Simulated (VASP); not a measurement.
Ce: single point with PBE

The system is Ce.

```
Ce
1.0
     0.00000    2.37746    2.37746
     2.37746    0.00000    2.37746
     2.37746    2.37746    0.00000
Ce
1
Direct
  0.00000 0.00000 0.00000
```

* Program: VASP 6.6.1
* Task: single point
* Functional: PBE
* Potentials or basis: VASP PAW PBE potentials, release 64 (Ce)
* Cutoff: 520 eV
* k mesh: 7 × 7 × 7
* Occupations: fermi-dirac, width 0.1 eV
* Spin: no spin polarisation

```
Pressure               : -0.2 GPa
Band gap on the k mesh : zero (band 6 reaches 9.42 eV, above the bottom of band 7 at 9.29 eV)
```

Levels at points of the mesh, in eV from the Fermi level:
| k point | band 4 | band 5 | band 6 | band 7 | band 8 | band 9 |
| --- | --- | --- | --- | --- | --- | --- |
| (0.00, 0.00, 0.00) | -15.99 | -2.94 | -0.18 | 0.39 | 0.39 | 0.39 |

It took 11 s on 1 thread of Intel Xeon 6975P-C (shared host), peak memory 0.16 GiB.

Caveat: spin-orbit coupling is left out, which moves the levels of the heavy elements. Spin polarisation is off, so any magnetic state and its effect on volume and gap are missing.
